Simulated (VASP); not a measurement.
Here is a VASP 6.6.1 calculation.

The input INCAR:

```
PREC = Accurate
ENCUT = 520
EDIFF = 1E-6
ISMEAR = -1
SIGMA = 0.01
LREAL = F
LASPH = T
NELM = 100
ALGO = Normal
ISIF = 2
LWAVE = F
LCHARG = F
GGA = PS
NBANDS = 16
```

KPOINTS

```
regular mesh
0
Gamma
  9 9 9
```

The input POSCAR:

```
AgCl
1.0
   -0.0554630000      2.7454185000      2.7454185000
    2.7454185000     -0.0554630000      2.7454185000
    2.7454185000      2.7454185000     -0.0554630000
Ag Cl
1 1
Direct
    0.5000000000      0.5000000000      0.5000000000
    0.0000000000      0.0000000000      0.0000000000
```

Potentials or basis: VASP PAW PBE potentials, release 64 (Ag, Cl).

Command:

```sh
$ cat potpaw_PBE.64/Ag/POTCAR potpaw_PBE.64/Cl/POTCAR > POTCAR
$ mpirun -np 1 vasp_std > vasp.out
```

(1) What does it give for the band gap on the k mesh?

(2) Predict the pressure.

Results:

(1) 0.75 eV, indirect (least direct gap 2.96 eV).

(2) -2.7 GPa.

Caveat: the cell differs from its parent crystal (equal xy, yz and zx shear strains of -2 %); the PAW data sets were made with another functional, which shifts forces and pressure a little.
